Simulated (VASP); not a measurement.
Write the native input for VASP 6.6.1 that does the following.

* Task: single point
* Functional: LDA
* Potentials or basis: VASP PAW LDA potentials, release 64 (Cd, Se)
* Cutoff: 520 eV
* k mesh: 7 × 7 × 4
* Occupations: fermi-dirac, width 0.05 eV
* Spin: no spin polarisation
* Dipole correction: no
* Further INCAR settings: ALGO = Normal; EDIFF = 1e-07; NBANDS = 26

The structure of CdSe (Cadmoselite) lies in POSCAR:

```
CdSe
1.0
    4.3000000000      0.0000000000      0.0000000000
   -2.1500000000      3.7239092363      0.0000000000
    0.0000000000      0.0000000000      7.0200000000
Cd Se
2 2
Direct
    0.6666666667      0.3333333333      0.5000000000
    0.3333333333      0.6666666667      0.0000000000
    0.6666666667      0.3333333333      0.8850000000
    0.3333333333      0.6666666667      0.3850000000
```

One way to write it, as run:

INCAR

```
SYSTEM = CdSe
PREC = Accurate
ENCUT = 520
EDIFF = 1E-7
ISMEAR = -1
SIGMA = 0.05
LREAL = .False.
LASPH = .True.
NELM = 100
ALGO = Normal
ISIF = 2
LWAVE = .False.
LCHARG = .False.
GGA = CA
NBANDS = 26
```

KPOINTS

```
Automatic mesh
0
Gamma
  7 7 4
  0 0 0
```

Potentials or basis: VASP PAW LDA potentials, release 64 (Cd, Se).

Command:

```sh
$ cat potpaw_LDA.64/Cd/POTCAR potpaw_LDA.64/Se/POTCAR > POTCAR
$ mpirun -np 1 vasp_std > vasp.out
```

It gave:

- Pressure: -1.4 GPa
- Largest force: 0.266 eV/Å
- Band gap on the k mesh: 0.46 eV, direct

It took 44 s on 1 thread of Intel(R) Xeon(R) Platinum 8259CL CPU @ 2.50GHz (Skylake/Cascade Lake), on a shared host, peak memory 0.22 GiB.
